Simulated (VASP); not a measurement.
Wanted: the native input for a VASP 6.6.1 run.

* Task: relaxation of cell and atoms
* Functional: PBE
* Potentials or basis: VASP PAW PBE potentials, release 64 (Sn_d, O)
* Cutoff: 600 eV
* k mesh: 6 × 6 × 4
* Occupations: gaussian, width 0.1 eV
* Spin: no spin polarisation
* Dipole correction: no
* Further INCAR settings: ALGO = Normal; EDIFF = 1e-06; IBRION = 2; EDIFFG = -0.04; NSW = 90; ISIF = 3

The structure of SnO2 lies in POSCAR:

```
SnO2
1.0
    3.1774145200      0.0000000000      0.0000000000
    0.0000000000      3.1774145200      0.0000000000
    0.0000000000      0.0000000000      4.3704979600
Sn O
1 2
Direct
    0.0000000000      0.0000000000      0.3637829100
    0.5000000000      0.5000000000      0.3406719900
    0.5000000000      0.5000000000      0.0621393800
```

The cell was built from a structure type or drawn by symmetry, and may not be a known phase.

These files were run (other wordings do the same):

INCAR

```
SYSTEM = SnO2
ALGO = Normal
EDIFF = 1E-6
EDIFFG = -0.04
ENCUT = 600
GGA = PE
IBRION = 2
ISIF = 3
ISMEAR = 0
LASPH = .True.
LCHARG = .False.
LREAL = .False.
LWAVE = .False.
NELM = 60
NSW = 90
PREC = Accurate
SIGMA = 0.1
```

KPOINTS

```
k-points
0
Gamma
  6 6 4
  0 0 0
```

Potentials or basis: VASP PAW PBE potentials, release 64 (Sn_d, O).

The run is started by

```sh
$ cat potpaw_PBE.64/Sn_d/POTCAR potpaw_PBE.64/O/POTCAR > POTCAR
$ mpirun -np 1 vasp_std > vasp.out
```

Results of the run:

```json
{
 "Relaxed volume": "19.01 Å³/atom",
 "Relaxed cell": "a = 3.465 Å, b = 3.465 Å, c = 4.749 Å, α = 90.00°, β = 90.00°, γ = 90.00°",
 "Space group after relaxing (to 0.1 Å)": "P4/mmm (No. 123)",
 "Energy gained by relaxing": "964.0 meV/atom",
 "Ionic steps": "36",
 "Pressure after relaxing": "0.2 GPa",
 "Largest force after relaxing": "0.012 eV/Å",
 "Band gap on the k mesh": "0.39 eV (least direct gap 1.21 eV)"
}
```

Caveat: the standard files for N, O and F lose accuracy on very short bonds; the volume moved by over 15 % at a fixed basis, so the end points are rough; spin-orbit coupling is left out, which moves the levels of the heavy elements.

Wall time 4.5 min on 1 thread of Intel(R) Xeon(R) 6975P-C (Granite Rapids) (shared host), peak memory 0.2 GiB.
